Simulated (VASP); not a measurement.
Runs of VASP 6.6.1 on Ba. The structure is that of space group P6/mmm (No. 191), or close to it. The cells are those of the table. This isn't the form of Ba at room conditions, which is bcc.

```tsv
task	cell	k mesh	cutoff (eV)	gap on the mesh (eV)	pressure (GPa)
single point	a = 6.797, b = 6.797, c = 4.046 Å, angles 90.0, 90.0, 120.0°, 3 atoms	7 × 7 × 10	520	none	0.9
single point	a = 7.081, b = 7.081, c = 4.214 Å, angles 90.0, 90.0, 120.0°, 3 atoms	7 × 7 × 10	520	none	(a)
relaxation of cell and atoms	relaxed from a = 7.069, b = 7.069, c = 4.333 Å, angles 90.0, 90.0, 120.0°, 3 atoms	5 × 5 × 7	600	none	0.0
single point	a = 6.697, b = 6.697, c = 3.986 Å, angles 90.0, 90.0, 120.0°, 3 atoms	7 × 7 × 10	520	none	(b)
single point	a = 7.170, b = 7.170, c = 4.268 Å, angles 90.0, 90.0, 120.0°, 3 atoms	7 × 7 × 10	520	none	-0.6
single point	a = 6.989, b = 6.989, c = 4.160 Å, angles 90.0, 90.0, 120.0°, 3 atoms	5 × 5 × 7	520	none	0.1
```

Alike in all rows: level PBEsol; potentials or basis VASP PAW PBE potentials, release 64 (Ba_sv); no spin polarisation; smearing fermi-dirac 0.1 eV.

Question: Fill in the values left out.

Answer: (a) -0.3; (b) 1.4.

Caveats: the PAW data sets were made with another functional, which shifts forces and pressure a little; spin-orbit coupling is left out, which moves the levels of the heavy elements.

A k mesh can miss the band edges, and the runs leave out spin-orbit coupling on Ba.

A gap of «none» marks levels without a gap at the run's occupations.
